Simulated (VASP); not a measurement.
# ZnO (P6_3/mmc) in VASP: further runs, part 2 of 2

VASP 6.6.1.

## 3. Single point, PBEsol

INCAR

```
SYSTEM = ZnO
PREC = Accurate
ENCUT = 520
EDIFF = 1E-6
ISMEAR = 0
SIGMA = 0.05
LREAL = .FALSE.
LASPH = .TRUE.
NELM = 60
ALGO = Normal
ISIF = 2
LWAVE = .FALSE.
LCHARG = .FALSE.
GGA = PS
NBANDS = 26
```

KPOINTS

```
regular mesh
0
G
  12 12 4
  0 0 0
```

POSCAR

```
ZnO
1.0
    3.2879671587      0.0000000000      0.0000000000
   -1.6439835793      2.8474630862      0.0000000000
    0.0000000000      0.0000000000      7.1304413500
Zn O
2 2
Direct
    0.0000000000      0.0000000000      0.7500000000
    0.0000000000      0.0000000000      0.2500000000
    0.3333333333      0.6666666667      0.2500000000
    0.6666666667      0.3333333333      0.7500000000
```

Potentials or basis: VASP PAW PBE potentials, release 64 (Zn, O).

Launch:

```sh
$ cat potpaw_PBE.64/Zn/POTCAR potpaw_PBE.64/O/POTCAR > POTCAR
$ mpirun -np 1 vasp_std > vasp.out
```

OUTCAR:

```text
SYSTEM = ZnO
   PREC = Accurate
   ENCUT = 520
   EDIFF = 1E-6
   ISMEAR = 0
   LREAL = .FALSE.
   LASPH = .TRUE.
   NELM = 60
   ISIF = 2
   GGA = PS

 ion  position               nearest neighbor table
   1  0.000  0.000  0.750-   4 1.90   4 1.90   4 1.90
   2  0.000  0.000  0.250-   3 1.90   3 1.90   3 1.90
   3  0.333  0.667  0.250-   2 1.90   2 1.90   2 1.90
   4  0.667  0.333  0.750-   1 1.90   1 1.90   1 1.90

  LATTYP: Found a hexagonal cell.
 ALAT       =     3.2879671587
 C/A-ratio  =     2.1686473757

  Lattice vectors:

 A1 = (   3.2879671587,   0.0000000000,   0.0000000000)
 A2 = (  -1.6439835793,   2.8474630862,   0.0000000000)
 A3 = (   0.0000000000,   0.0000000000,   7.1304413500)

Analysis of symmetry for initial positions (statically):
=====================================================================
 Subroutine PRICEL returns:
 Original cell was already a primitive cell.

 Routine SETGRP: Setting up the symmetry group for a
 hexagonal supercell.

 Subroutine GETGRP returns: Found 24 space group operations
 (whereof 12 operations were pure point group operations)
 out of a pool of 24 trial point group operations.

The static configuration has the point symmetry D_3d.
 The point group associated with its full space group is D_6h.

Analysis of symmetry for dynamics (positions and initial velocities):
=====================================================================
 Subroutine PRICEL returns:
 Original cell was already a primitive cell.

 Routine SETGRP: Setting up the symmetry group for a
 hexagonal supercell.

 Subroutine GETGRP returns: Found 24 space group operations
 (whereof 12 operations were pure point group operations)
 out of a pool of 24 trial point group operations.

The dynamic configuration has the point symmetry D_3d.
 The point group associated with its full space group is D_6h.
[... 119 lines left out ...]
   EFERMI_NEDOS =   21; number of points for ismear=-14 and -15
   IALGO  =     38    algorithm
   IMIX   =      4    mixing-type and parameters
     AMIX     =   0.40;   BMIX     =  1.00
     AMIX_MAG =   1.60;   BMIX_MAG =  1.00
  volume/ion in A,a.u.               =      16.69       112.63
  Fermi-wavevector in a.u.,A,eV,Ry     =   1.332524  2.518105 24.158775  1.775620
  Thomas-Fermi vector in A             =   2.461452
   LORBIT       =      0    0 simple, 1 ext, 2 COOP (PROOUT), +10 PAW based schemes
   GGA     = PS    functional components
   LHFCALC =     F    Hartree Fock is set to
   AEXX    =    0.0000 exact exchange contribution
   IVDW    =     0    specifies the selected vdW correction
   LEPSILON=     F    determine dielectric tensor
   LRPA    =     F    only Hartree local field effects (RPA)
 non-spin polarized calculation
 Gauss-broadening in eV      SIGMA  =   0.05
  energy-cutoff  :      520.00
  volume of cell :       66.76
 maximum number of plane-waves:      1824
   NGX = 13   NGY = 13   NGZ = 27

 number of electron      36.0000026 magnetization

 Free energy of the ion-electron system (eV)
  ---------------------------------------------------
  ext. energy  EPLUGINS =         0.00000000
  ---------------------------------------------------
  free energy    TOTEN  =       -18.26998568 eV

  energy without entropy =      -18.26998568  energy(sigma->0) =      -18.26998568

 E-fermi :  -0.6015     XC(G=0):  -9.1737

 val. band max:       -0.9120668174   @ k =   0.0000   0.0000   0.0000
 cond. band min:      -0.1594994078   @ k =   0.0000   0.0000   0.0000
 fundamental gap:      0.7525674096
 Fermi energy:        -0.6015029248

 k-point     1 :       0.0000    0.0000    0.0000
  band No.  band energies     occupation
      1     -18.3089      2.00000
      2     -18.2258      2.00000
      3      -7.0396      2.00000
      4      -7.0396      2.00000
      5      -7.0248      2.00000
      6      -7.0248      2.00000
[... 685 lines left out ...]
     25      11.1509      0.00000
     26      12.5526      0.00000

 [... further k-points ...]

------------------------ aborting loop because EDIFF is reached ----------------------------------------

  FORCE on cell =-STRESS in cart. coord.  units (eV):
  Direction    XX          YY          ZZ          XY          YZ          ZX
  --------------------------------------------------------------------------------------
  -------------------------------------------------------------------------------------
  Total       -2.2087976     -2.2087976     -0.3546241     -0.0000000      0.0000000      0.0000000
  in kB      -53.0108194    -53.0108194     -8.5109270     -0.0000000      0.0000000      0.0000000
  external PRESSURE =     -38.1775219 kB  Pullay stress =       0.0000000 kB

 VOLUME and BASIS-vectors are now :
 -----------------------------------------------------------------------------
  energy-cutoff  :      520.00
  volume of cell :       66.76
      direct lattice vectors                 reciprocal lattice vectors
     3.287967159  0.000000000  0.000000000     0.304139291  0.175594901  0.000000000
    -1.643983579  2.847463086  0.000000000     0.000000000  0.351189803  0.000000000
     0.000000000  0.000000000  7.130441350     0.000000000  0.000000000  0.140243773

 POSITION                                       TOTAL-FORCE (eV/Angst)
 -----------------------------------------------------------------------------------
      0.00000      0.00000      5.34783         0.000000      0.000000      0.000000
      0.00000      0.00000      1.78261         0.000000      0.000000      0.000000
     -0.00000      1.89831      1.78261        -0.000000      0.000000      0.000000
      1.64398      0.94915      5.34783         0.000000     -0.000000     -0.000000
 -----------------------------------------------------------------------------------
    total drift:                               -0.000000      0.000000      0.000000

  FREE ENERGIE OF THE ION-ELECTRON SYSTEM (eV)
  ---------------------------------------------------
  free  energy   TOTEN  =       -18.2699856798 eV

  energy  without entropy=      -18.2699856798  energy(sigma->0) =      -18.26998568
```

OSZICAR:

```text
N       E                     dE             d eps       ncg     rms          rms(c)
DAV:   1     0.294766194766E+03    0.29477E+03   -0.18043E+04  2966   0.179E+03
DAV:   2     0.141788582942E+02   -0.28059E+03   -0.26147E+03  3180   0.384E+02
DAV:   3    -0.211061601246E+02   -0.35285E+02   -0.34880E+02  3300   0.139E+02
DAV:   4    -0.218748464728E+02   -0.76869E+00   -0.76742E+00  3360   0.220E+01
DAV:   5    -0.218793388814E+02   -0.44924E-02   -0.44921E-02  3308   0.166E+00    0.152E+01
DAV:   6    -0.181767801541E+02    0.37026E+01   -0.92768E+00  5110   0.718E+01    0.912E+00
DAV:   7    -0.183351825755E+02   -0.15840E+00   -0.30293E+00  3158   0.170E+01    0.553E+00
DAV:   8    -0.183389784574E+02   -0.37959E-02   -0.86777E-01  3584   0.720E+00    0.196E+00
DAV:   9    -0.182671294845E+02    0.71849E-01   -0.17400E-01  4234   0.616E+00    0.442E-01
DAV:  10    -0.182696355630E+02   -0.25061E-02   -0.48697E-02  3058   0.151E+00    0.135E-01
DAV:  11    -0.182699525691E+02   -0.31701E-03   -0.69272E-04  3136   0.383E-01    0.568E-02
DAV:  12    -0.182699785768E+02   -0.26008E-04   -0.23109E-04  3964   0.340E-01    0.195E-02
DAV:  13    -0.182699952895E+02   -0.16713E-04   -0.43771E-05  4028   0.106E-01    0.276E-02
DAV:  14    -0.182699853863E+02    0.99031E-05   -0.32813E-05  4214   0.572E-02    0.320E-03
DAV:  15    -0.182699856798E+02   -0.29350E-06   -0.56697E-06  3084   0.192E-02
   1 F= -.18269986E+02 E0= -.18269986E+02  d E =-.627453E-20
```

stdout:

```text
POSCAR found type information on POSCAR ZnO
 POSCAR found :  2 types and       4 ions
 scaLAPACK will be used
 -----------------------------------------------------------------------------
|                                                                             |
|                                                                             |
|     You enforced a specific xc type in the INCAR file but a different       |
|     I HOPE YOU KNOW WHAT YOU ARE DOING!                                     |
|                                                                             |
 -----------------------------------------------------------------------------

 LDA part: xc-table for (Slater+PW92), standard interpolation
 POSCAR, INCAR and KPOINTS ok, starting setup
 FFT: planning ... GRIDC
 FFT: planning ... GRID_SOFT
 FFT: planning ... GRID
 WAVECAR not read
 entering main loop
```

Wall time 87 s (1 thread of Intel Xeon Platinum 8488C (Sapphire Rapids), shared host); peak memory 0.23 GiB.

What came out:

- Free energy: -18.2700 eV
- Pressure: -3.8 GPa
- Band gap on the k mesh: 0.75 eV, direct

Caveat: the PAW data sets were made with another functional, which shifts forces and pressure a little. A k mesh can miss the band edges.
